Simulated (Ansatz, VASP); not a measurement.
# ZrC in VASP and in Ansatz

```
CELL_PARAMETERS angstrom
0.00000 2.26666 2.26666
2.28513 -0.04700 2.31366
2.28513 2.31366 -0.04700
ATOMIC_POSITIONS crystal
Zr 0.50000 0.49097 0.50903
C 0.00000 0.00903 0.99097
```

Alike in both runs: task single point; functional PBE; k mesh 14 × 14 × 14; occupations gaussian, width 0.1 eV; no spin polarisation.

|  | VASP | Ansatz |
| --- | --- | --- |
| version | VASP 6.6.1 | Ansatz 0.2.0 |
| potentials or method | VASP PAW PBE potentials, release 64 (Zr_sv, C), cutoff 520 eV | scalar-relativistic, plane waves, PAW |
| valence electrons in the cell | 16 | 16 |

|  | VASP | Ansatz | Ansatz less VASP |
| --- | --- | --- | --- |
| gap on the k mesh at the Fermi level (eV) | none | none | - |
| pressure (GPa) | 17.2 | 16.9 | -0.29 |
| traceless stress, the component that is largest in VASP (GPa) | 6.76 | 6.77 | +0.010 |
| rms of the force components (eV/Å) | 0.303 | 0.303 | -0.0006 |

Atom by atom the forces differ by 0.001 eV/Å (rms over components). A gap of «none» marks a metal or a gap that the smearing closes.
